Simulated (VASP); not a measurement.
# Be16H (a cell with a defect) in VASP: further runs

Be16H (a cell with a defect) is run at these levels: PBE; tasks: single point.

Everything below comes from runs of VASP 6.6.1. Logs are shortened: lines on timing, memory, paths and dates and some standing lists are left out, and cuts for length are marked.

### Step 1. The cell of the first run

The cell holds a defect, 17 atoms: a = 4.580 Å, b = 3.966 Å, c = 7.177 Å, α = 90.00°, β = 90.00°, γ = 90.00°.

### Step 2. Single point, PBE

INCAR reads:

```
SYSTEM = Be16H
PREC = Accurate ; ENCUT = 520
EDIFF = 1E-6 ; ISMEAR = 0
SIGMA = 0.05 ; LREAL = Auto
LASPH = .TRUE. ; NELM = 80
ALGO = Normal ; ISIF = 2
LWAVE = .FALSE. ; LCHARG = .FALSE.
GGA = PE ; NBANDS = 30
```

KPOINTS reads:

```
Automatic mesh
0
G
  4 4 3
  0 0 0
```

POSCAR reads:

```
Be16H
1.0
   -2.2900000000     -3.9663960000      0.0000000000
    3.4350000000     -1.9831980000      0.0000000000
    0.0000000000      0.0000000000      7.1768600000
Be H
16 1
Direct
    0.7505225144      0.5036293947     -0.0023595436
    0.5101643792      0.3375856156      0.2465563053
    0.7504862643      0.5047320547      0.5017267310
    0.5024389321      0.3342749159      0.7503202519
    0.5023708784     -0.0016227527      0.0005604233
    0.2503645097      0.8250896959      0.2463144857
    0.5100920365     -0.0047519505      0.5042767563
    0.2505182867      0.8383058709      0.7533660460
    0.2505303531      0.4943812332     -0.0024933534
   -0.0092009098      0.3373619492      0.2465828410
    0.2504050041      0.5075515453      0.5045856688
   -0.0015381759      0.3343762344      0.7503137291
   -0.0014772915     -0.0016750581      0.0005466647
    0.7504990490      0.8281077448      0.2490304563
   -0.0092169070     -0.0045321006      0.5042526390
    0.7504890152      0.8291031000      0.7531474321
    0.2508474615      0.1661837074      0.3755650664
```

Potentials or basis: VASP PAW PBE potentials, release 64 (Be, H).

Run with:

```sh
> cat potpaw_PBE.64/Be/POTCAR potpaw_PBE.64/H/POTCAR > POTCAR
> mpirun -np 1 vasp_std > vasp.out
```

OUTCAR:

```text
SYSTEM = Be16H
   PREC = Accurate
   ENCUT = 520
   EDIFF = 1E-6
   ISMEAR = 0
   LREAL = Auto
   LASPH = .TRUE.
   NELM = 80
   ISIF = 2
   GGA = PE

 ion  position               nearest neighbor table
   1  0.751  0.504  0.998-  16 2.18   2 2.20  10 2.20  12 2.21   4 2.21  14 2.22  13 2.27   5 2.27
                             9 2.29   9 2.29  13 2.30   5 2.30
   2  0.510  0.338  0.247-   1 2.20  10 2.20   5 2.22   9 2.24  14 2.24   3 2.24   6 2.27   7 2.29
                            14 2.30  11 2.30   6 2.36  10 2.38
   3  0.750  0.505  0.502-  16 2.22  12 2.22   4 2.22  14 2.22   7 2.24  15 2.24   2 2.24  10 2.24
                            11 2.29  11 2.29  15 2.30   7 2.30
   4  0.502  0.334  0.750-   9 2.21   1 2.21  11 2.22   7 2.22   3 2.22   5 2.24  16 2.27  12 2.27
                             8 2.28  16 2.30  12 2.31   8 2.31
   5  0.502  0.998  0.001-   8 2.21  16 2.21   6 2.22  14 2.22   2 2.22   4 2.24   1 2.27  13 2.27
                             9 2.28   1 2.30  13 2.31   9 2.31
   6  0.250  0.825  0.246-   9 2.22  13 2.22   5 2.22  11 2.24   2 2.27  10 2.27  14 2.29  14 2.29
                            15 2.30   7 2.30  10 2.35   2 2.36
   7  0.510  0.995  0.504-  16 2.20  15 2.20   4 2.22   8 2.24   3 2.24  14 2.24  11 2.27   2 2.29
                             3 2.30   6 2.30  11 2.35  15 2.38
   8  0.251  0.838  0.753-   5 2.21  13 2.21  11 2.22   9 2.22   7 2.24  15 2.24   4 2.28  12 2.28
                            16 2.29  16 2.29  12 2.31   4 2.31
   9  0.251  0.494  0.998-   4 2.21  12 2.21   6 2.22   8 2.22   2 2.24  10 2.24   5 2.28  13 2.28
                             1 2.29   1 2.29   5 2.31  13 2.31
  10  0.991  0.337  0.247-   1 2.20   2 2.20  13 2.22   9 2.24  14 2.24   3 2.24   6 2.27  15 2.29
                            14 2.30  11 2.30   6 2.35   2 2.38
  11  0.250  0.508  0.505-   8 2.22  12 2.22   4 2.22   6 2.24   7 2.27  15 2.27   3 2.29   3 2.29
                            10 2.30   2 2.30  15 2.35   7 2.35
  12  0.998  0.334  0.750-   9 2.21   1 2.21  11 2.22  15 2.22   3 2.22  13 2.24  16 2.27   4 2.27
                             8 2.28  16 2.30   4 2.31   8 2.31
  13  0.999  0.998  0.001-   8 2.21  16 2.21   6 2.22  14 2.22  10 2.22  12 2.24   1 2.27   5 2.27
                             9 2.28   1 2.30   5 2.31   9 2.31
  14  0.750  0.828  0.249-   1 2.22  13 2.22   5 2.22   3 2.22   2 2.24  10 2.24  15 2.24   7 2.24
                             6 2.29   6 2.29  10 2.30   2 2.30
  15  0.991  0.995  0.504-  16 2.20   7 2.20  12 2.22   8 2.24   3 2.24  14 2.24  11 2.27  10 2.29
                             3 2.30   6 2.30  11 2.35   7 2.38
  16  0.750  0.829  0.753-   1 2.18   7 2.20  15 2.20  13 2.21   5 2.21   3 2.22  12 2.27   4 2.27
                             8 2.29   8 2.29   4 2.30  12 2.30
  17  0.251  0.166  0.376-

  LATTYP: Found a simple orthorhombic cell.
 ALAT       =     3.9663962620
 B/A-ratio  =     1.1547004875
 C/A-ratio  =     1.8094157835

  Lattice vectors:

 A1 = (  -3.4350000000,   1.9831980000,   0.0000000000)
 A2 = (  -2.2900000000,  -3.9663960000,   0.0000000000)
 A3 = (   0.0000000000,   0.0000000000,   7.1768600000)

Analysis of symmetry for initial positions (statically):
=====================================================================
[... 174 lines left out ...]
     AMIX_MAG =   1.60;   BMIX_MAG =  1.00
  volume/ion in A,a.u.               =       7.67        51.75
  Fermi-wavevector in a.u.,A,eV,Ry     =   1.035573  1.956950 14.591049  1.072412
  Thomas-Fermi vector in A             =   2.169923
   LORBIT       =      0    0 simple, 1 ext, 2 COOP (PROOUT), +10 PAW based schemes
   GGA     = PE    functional components
   LHFCALC =     F    Hartree Fock is set to
   AEXX    =    0.0000 exact exchange contribution
   IVDW    =     0    specifies the selected vdW correction
   LEPSILON=     F    determine dielectric tensor
   LRPA    =     F    only Hartree local field effects (RPA)
 non-spin polarized calculation
 Gauss-broadening in eV      SIGMA  =   0.05
  energy-cutoff  :      520.00
  volume of cell :      130.38
 maximum number of plane-waves:      3529
 NGX is ok and might be reduce to    36
   NGX = 17   NGY = 15   NGZ = 27

 number of electron      33.0000000 magnetization

 Free energy of the ion-electron system (eV)
  ---------------------------------------------------
  ext. energy  EPLUGINS =         0.00000000
  ---------------------------------------------------
  free energy    TOTEN  =       -61.71729982 eV

  energy without entropy =      -61.71505378  energy(sigma->0) =      -61.71617680

 E-fermi :   7.5765     XC(G=0): -10.5854

 val. band max:        7.4551732701   @ k =   0.2500   0.0000   0.0000
 cond. band min:       7.5871450628   @ k =   0.5000   0.0000   0.0000
 fundamental gap:      0.1319717927
 Fermi energy:         7.5765192142

 k-point     1 :       0.0000    0.0000    0.0000
  band No.  band energies     occupation
      1      -5.1858      2.00000
      2      -3.0150      2.00000
      3      -2.1748      2.00000
      4      -0.2060      2.00000
      5       0.9656      2.00000
      6       1.5601      2.00000
[... 733 lines left out ...]
     27      13.2277      0.00000
     28      13.4142      0.00000

 [... further k-points ...]

 [bands above 28 left out]

------------------------ aborting loop because EDIFF is reached ----------------------------------------

  FORCE on cell =-STRESS in cart. coord.  units (eV):
  Direction    XX          YY          ZZ          XY          YZ          ZX
  --------------------------------------------------------------------------------------
  -------------------------------------------------------------------------------------
  Total        0.4899692     -0.2879009     -0.5530984     -0.6742450     -0.2806670      0.4855523
  in kB        6.0212040     -3.5379977     -6.7969956     -8.2857588     -3.4491005      5.9669251
  external PRESSURE =      -1.4379298 kB  Pullay stress =       0.0000000 kB

 VOLUME and BASIS-vectors are now :
 -----------------------------------------------------------------------------
  energy-cutoff  :      520.00
  volume of cell :      130.38
      direct lattice vectors                 reciprocal lattice vectors
    -2.290000000 -3.966396000  0.000000000    -0.109170306 -0.189088533  0.000000000
     3.435000000 -1.983198000  0.000000000     0.218340611 -0.126059022  0.000000000
     0.000000000  0.000000000  7.176860000     0.000000000  0.000000000  0.139336702

 POSITION                                       TOTAL-FORCE (eV/Angst)
 -----------------------------------------------------------------------------------
      0.01127     -3.97567      7.15993        -0.000468      0.001528      0.000785
     -0.00867     -2.69301      1.76950        -0.000508      0.003339      0.001201
      0.01514     -3.97771      3.60082        -0.002102      0.000651      0.001828
     -0.00235     -2.65581      5.38494         0.002614     -0.000615     -0.000977
      2.27900     -3.97258      0.00402        -0.001343     -0.000675     -0.000380
      2.26085     -2.62936      1.76776        -0.002325     -0.001010      0.000121
[... 9 lines left out ...]
      1.12935     -4.62101      5.40523         0.001289     -0.000202      0.000170
     -0.00360     -1.32454      2.69538         0.001260      0.001339     -0.002157
 -----------------------------------------------------------------------------------
    total drift:                               -0.000291      0.000261     -0.000257

  FREE ENERGIE OF THE ION-ELECTRON SYSTEM (eV)
  ---------------------------------------------------
  free  energy   TOTEN  =       -61.7172998194 eV

  energy  without entropy=      -61.7150537751  energy(sigma->0) =      -61.71617680
```

Run time: 3.4 min. Hardware: 1 thread of Intel Xeon 8259CL, shared host; peak memory 0.26 GiB.

Results:

| Property | Result |
| --- | --- |
| Free energy | -61.7173 eV |
| Pressure | -0.1 GPa |
| Largest force | 0.004 eV/Å |
| Band gap on the k mesh | zero (an odd number of electrons rules out a gap without spin polarisation) |

Forces in eV/Å, atoms in the order of the input:
```
Be   0.000  0.002  0.001
Be  -0.001  0.003  0.001
Be  -0.002  0.001  0.002
Be   0.003 -0.001 -0.001
Be  -0.001 -0.001  0.000
Be  -0.002 -0.001  0.000
Be   0.001 -0.001 -0.001
Be   0.001  0.002 -0.003
Be   0.001  0.002  0.002
Be   0.001 -0.002 -0.001
Be   0.001 -0.001 -0.001
Be  -0.002 -0.003  0.001
Be   0.000 -0.002 -0.001
Be   0.001  0.000  0.001
Be  -0.003  0.001  0.001
Be   0.001  0.000  0.000
H    0.001  0.001 -0.002
```

Stress tensor (GPa, compression positive):
```
 0.60 -0.83  0.60
-0.83 -0.35 -0.34
 0.60 -0.34 -0.68
```

Caveat: the k points lie up to 0.40 Å⁻¹ apart, too coarse for converged energies and pressures of a metal.

(Continued in part 2 of 2.)

The gap in the log of VASP goes by the Fermi energy; the results here count the filled bands.